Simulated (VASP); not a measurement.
# Ir (Pm-3m) in VASP: notebook, part 2 of 2

VASP 6.6.1. Earlier steps stand in the parts before.

### 4 Single point, PBEsol

INCAR

```
SYSTEM = Ir
ALGO = Normal ; EDIFF = 1E-6
ENCUT = 520 ; GGA = PS
ISIF = 2 ; ISMEAR = 1
LASPH = .True. ; LCHARG = .False.
LREAL = .False. ; LWAVE = .False.
NBANDS = 10 ; NELM = 80
PREC = Accurate ; SIGMA = 0.025
```

KPOINTS

```
k-points
0
Gamma
  17 17 17
  0 0 0
```

POSCAR

```
Ir
1.0
    2.5402109928      0.0000000000      0.0000000000
    0.0000000000      2.5402109928      0.0000000000
    0.0000000000      0.0000000000      2.5402109928
Ir
1
Direct
    0.0000000000      0.0000000000      0.0000000000
```

Potentials or basis: VASP PAW PBE potentials, release 64 (Ir).

On the command line:

```
$ cat potpaw_PBE.64/Ir/POTCAR > POTCAR
$ mpirun -np 1 vasp_std > vasp.out
```

OUTCAR:

```text
SYSTEM = Ir
   EDIFF = 1E-6
   ENCUT = 520
   GGA = PS
   ISIF = 2
   ISMEAR = 1
   LASPH = .True.
   LREAL = .False.
   NELM = 80
   PREC = Accurate

 ion  position               nearest neighbor table
   1  0.000  0.000  0.000-

  LATTYP: Found a simple cubic cell.
 ALAT       =     2.5402109928

  Lattice vectors:

 A1 = (   2.5402109928,   0.0000000000,   0.0000000000)
 A2 = (   0.0000000000,   2.5402109928,   0.0000000000)
 A3 = (   0.0000000000,   0.0000000000,   2.5402109928)

Analysis of symmetry for initial positions (statically):
=====================================================================
 Subroutine PRICEL returns:
 Original cell was already a primitive cell.

 Routine SETGRP: Setting up the symmetry group for a
 simple cubic supercell.

 Subroutine GETGRP returns: Found 48 space group operations
 (whereof 48 operations were pure point group operations)
 out of a pool of 48 trial point group operations.

The static configuration has the point symmetry O_h .

Analysis of symmetry for dynamics (positions and initial velocities):
=====================================================================
[... 158 lines left out ...]

 val. band max:        7.7420754325   @ k =   0.3529   0.3529   0.1176
 cond. band min:       7.7505819676   @ k =   0.1765   0.1176   0.1176
 fundamental gap:      0.0085065351
 Fermi energy:         7.7473568068

 k-point     1 :       0.0000    0.0000    0.0000
  band No.  band energies     occupation
      1      -1.6993      2.00000
      2       1.5234      2.00000
      3       1.5234      2.00000
      4       9.1626      0.00000
      5       9.1626      0.00000
      6       9.1626      0.00000
      7      23.5540      0.00000
      8      23.5540      0.00000
      9      23.5540      0.00000
     10      29.6071      0.00000
[... 287 lines left out ...]
 k-point    24 :       0.4706    0.1176    0.0000
  band No.  band energies     occupation
      1       1.7257      2.00000
      2       2.7435      2.00000
      3       4.5422      2.00000
      4       6.3373      2.00000
      5       8.3081      0.00000
      6       9.0369      0.00000
      7      14.0232      0.00000
      8      24.5910      0.00000
      9      27.3099      0.00000
     10      28.2962      0.00000

 [... further k-points ...]
[... 5 lines left out ...]
  --------------------------------------------------------------------------------------
  -------------------------------------------------------------------------------------
  Total        0.0489124      0.0489124      0.0489124      0.0000000     -0.0000000      0.0000000
  in kB        4.7810162      4.7810162      4.7810162      0.0000000     -0.0000000      0.0000000
  external PRESSURE =       4.7810162 kB  Pullay stress =       0.0000000 kB

 VOLUME and BASIS-vectors are now :
 -----------------------------------------------------------------------------
  energy-cutoff  :      520.00
  volume of cell :       16.39
      direct lattice vectors                 reciprocal lattice vectors
     2.540210993  0.000000000  0.000000000     0.393668086  0.000000000  0.000000000
     0.000000000  2.540210993  0.000000000     0.000000000  0.393668086  0.000000000
     0.000000000  0.000000000  2.540210993     0.000000000  0.000000000  0.393668086

 POSITION                                       TOTAL-FORCE (eV/Angst)
 -----------------------------------------------------------------------------------
      0.00000      0.00000      0.00000         0.000000      0.000000      0.000000
 -----------------------------------------------------------------------------------
    total drift:                                0.000000      0.000000      0.000000

  FREE ENERGIE OF THE ION-ELECTRON SYSTEM (eV)
  ---------------------------------------------------
  free  energy   TOTEN  =        -8.7312883623 eV

  energy  without entropy=       -8.7312103059  energy(sigma->0) =       -8.73126234
```

It took 11 s on 1 thread of Intel Xeon Platinum 8488C (Sapphire Rapids), shared host; peak memory 0.15 GiB.

Results:

```yaml
Free_energy: -8.7313 eV
Pressure: 0.5 GPa
```

Caveat: the PAW data sets were made with another functional, which shifts forces and pressure a little; spin-orbit coupling is left out, which moves the levels of the heavy elements.

### 5 Relaxation of cell and atoms, PBEsol

This run uses another cell than the first one, of 15.18 Å³/atom, 0.926 times its volume.

INCAR

```
SYSTEM = Ir
PREC = Accurate
ENCUT = 600
EDIFF = 1E-6
ISMEAR = -1
SIGMA = 0.05
LREAL = .FALSE.
LASPH = .TRUE.
NELM = 100
ALGO = Normal
ISIF = 3
LWAVE = .FALSE.
LCHARG = .FALSE.
GGA = PS
IBRION = 2
NSW = 60
EDIFFG = -0.005
```

KPOINTS

```
Automatic mesh
0
G
  17 17 17
  0 0 0
```

POSCAR

```
Ir
1.0
    2.4761225395      0.0000000000      0.0000000000
    0.0000000000      2.4761225395      0.0000000000
    0.0000000000      0.0000000000      2.4761225395
Ir
1
Direct
    0.0000000000      0.0000000000      0.0000000000
```

On the command line:

```
$ cat potpaw_PBE.64/Ir/POTCAR > POTCAR
$ mpirun -np 1 vasp_std > vasp.out
```

Run time: 59 s. Hardware: 1 thread of Intel Xeon Platinum 8488C (Sapphire Rapids), shared host; peak memory 0.15 GiB.

It converged, with:

| Item | Value |
| --- | --- |
| Free energy | -8.7365 eV |
| Relaxed volume | 16.43 Å³/atom |
| Relaxed cell | a = 2.542 Å, b = 2.542 Å, c = 2.542 Å, α = 90.00°, β = 90.00°, γ = 90.00° |
| Space group after relaxing (to 0.05 Å) | Pm-3m (No. 221) |
| Energy gained by relaxing | 95.6 meV/atom |
| Ionic steps | 19 |
| Pressure after relaxing | 0.0 GPa |

Step by step:
| step | energy change (eV) | largest force (eV/Å) | pressure (GPa) | volume (Å³) |
| --- | --- | --- | --- | --- |
| 1 | 0.0000 | 0.0000 | 26.55 | 15.18 |
| 2 | 0.6680 | 0.0000 | -37.30 | 21.41 |
| 3 | -0.0943 | 0.0000 | -2.56 | 16.58 |
| 4 | -0.0956 | 0.0000 | -0.34 | 16.45 |
| 5 | -0.0956 | 0.0000 | 0.11 | 16.42 |
| 6 | -0.0956 | 0.0000 | 0.12 | 16.42 |
| 7 | -0.0956 | 0.0000 | 0.12 | 16.42 |
| 8 | -0.0956 | 0.0000 | 0.11 | 16.42 |
| 9 | -0.0956 | 0.0000 | 0.11 | 16.42 |
| 10 | -0.0956 | 0.0000 | 0.11 | 16.42 |
| 11 | -0.0956 | 0.0000 | 0.11 | 16.42 |
| 12 | -0.0956 | 0.0000 | 0.11 | 16.42 |
| 13 | -0.0956 | 0.0000 | 0.11 | 16.42 |
| 14 | -0.0956 | 0.0000 | 0.11 | 16.42 |
| 15 | -0.0956 | 0.0000 | 0.11 | 16.42 |
| 16 | -0.0956 | 0.0000 | 0.11 | 16.42 |
| 17 | -0.0956 | 0.0000 | 0.10 | 16.42 |
| 18 | -0.0956 | 0.0000 | 0.10 | 16.42 |
| 19 | -0.0956 | 0.0000 | 0.03 | 16.43 |

Final structure:
```yaml
crystal:
  lattice:
    - [2.54203, 0.00000, 0.00000]
    - [0.00000, 2.54203, 0.00000]
    - [0.00000, 0.00000, 2.54203]
  atoms:
    - { symbol: Ir, position: [0.00000, 0.00000, 0.00000] }
```

Levels at points of the mesh, in eV from the Fermi level:
```
           k point  band 1  band 2  band 3  band 4  band 5  band 6  band 7  band 8
(0.00, 0.00, 0.00)   -9.44   -6.22   -6.22    1.40    1.40    1.40   15.78   15.78
```

Caveat: the PAW data sets were made with another functional, which shifts forces and pressure a little; spin-orbit coupling is left out, which moves the levels of the heavy elements.

### 6 Relaxation of cell and atoms, PBEsol

This run uses another cell than the first one, of 15.18 Å³/atom, 0.926 times its volume.

INCAR, as its differences from that of step 5:

```diff
@@ -4,4 +4,4 @@
 EDIFF = 1E-6
-ISMEAR = -1
-SIGMA = 0.05
+ISMEAR = 1
+SIGMA = 0.025
 LREAL = .FALSE.
```

KPOINTS is that of step 5.

POSCAR is that of step 5.

Potentials or basis: VASP PAW PBE potentials, release 64 (Ir).

On the command line:

```
$ cat potpaw_PBE.64/Ir/POTCAR > POTCAR
$ mpirun -np 1 vasp_std > vasp.out
```

Wall time 66 s (1 thread of Intel Xeon Platinum 8488C (Sapphire Rapids), shared host); peak memory 0.15 GiB.

Results (log left out):

- Free energy: -8.7313 eV
- Relaxed volume: 16.42 Å³/atom
- Relaxed cell: a = 2.542 Å, b = 2.542 Å, c = 2.542 Å, α = 90.00°, β = 90.00°, γ = 90.00°
- Space group after relaxing (to 0.05 Å): Pm-3m (No. 221)
- Energy gained by relaxing: 94.8 meV/atom
- Ionic steps: 19
- Pressure after relaxing: 0.0 GPa

Step by step:
| step | energy change (eV) | largest force (eV/Å) | pressure (GPa) | volume (Å³) |
| --- | --- | --- | --- | --- |
| 1 | 0.0000 | 0.0000 | 26.47 | 15.18 |
| 2 | 0.6662 | 0.0000 | -37.38 | 21.39 |
| 3 | -0.0935 | 0.0000 | -2.62 | 16.58 |
| 4 | -0.0948 | 0.0000 | -0.32 | 16.44 |
| 5 | -0.0948 | 0.0000 | 0.12 | 16.41 |
| 6 | -0.0948 | 0.0000 | 0.13 | 16.41 |
| 7 | -0.0948 | 0.0000 | 0.13 | 16.41 |
| 8 | -0.0948 | 0.0000 | 0.12 | 16.41 |
| 9 | -0.0948 | 0.0000 | 0.12 | 16.41 |
| 10 | -0.0948 | 0.0000 | 0.12 | 16.41 |
| 11 | -0.0948 | 0.0000 | 0.12 | 16.41 |
| 12 | -0.0948 | 0.0000 | 0.12 | 16.41 |
| 13 | -0.0948 | 0.0000 | 0.12 | 16.41 |
| 14 | -0.0948 | 0.0000 | 0.12 | 16.41 |
| 15 | -0.0948 | 0.0000 | 0.12 | 16.42 |
| 16 | -0.0948 | 0.0000 | 0.11 | 16.42 |
| 17 | -0.0948 | 0.0000 | 0.11 | 16.42 |
| 18 | -0.0948 | 0.0000 | 0.10 | 16.42 |
| 19 | -0.0948 | 0.0000 | 0.02 | 16.42 |

Final structure:
```xyz
1
Lattice="2.5418 0.0000 0.0000 0.0000 2.5418 0.0000 0.0000 0.0000 2.5418" Properties=species:S:1:pos:R:3 pbc="T T T"
Ir    0.0000    2.5418    0.0000
```

Levels at points of the mesh, in eV from the Fermi level:
```csv
k point,band 2,band 3,band 4,band 5,band 6,band 7,band 8
"(0.00, 0.00, 0.00)",-6.21,-6.21,1.41,1.41,1.41,15.79,15.79
```

Caveat: the PAW data sets were made with another functional, which shifts forces and pressure a little; spin-orbit coupling is left out, which moves the levels of the heavy elements.

### 7 Overview

| task | cell | cutoff (eV) | smearing | gap on the mesh (eV) | pressure (GPa) | relaxed volume (Å³/atom) |
| --- | --- | --- | --- | --- | --- | --- |
| single point | a = 2.541 Å, 1 atom | 520 | fermi-dirac 0.05 eV | none | 0.5 | - |
| single point | a = 2.540 Å, 1 atom | 520 | methfessel-paxton 0.025 eV | none | 0.5 | - |
| relaxation of cell and atoms | relaxed from a = 2.476 Å, 1 atom | 600 | fermi-dirac 0.05 eV | none | 0.0 | 16.43 |
| relaxation of cell and atoms | relaxed from a = 2.476 Å, 1 atom | 600 | methfessel-paxton 0.025 eV | none | 0.0 | 16.42 |

Alike in all rows: level PBEsol; potentials or basis VASP PAW PBE potentials, release 64 (Ir); no spin polarisation; k mesh 17 × 17 × 17.

Caveats: the PAW data sets were made with another functional, which shifts forces and pressure a little; spin-orbit coupling is left out, which moves the levels of the heavy elements.

Absolute energies hang on the potentials; compare differences alone.
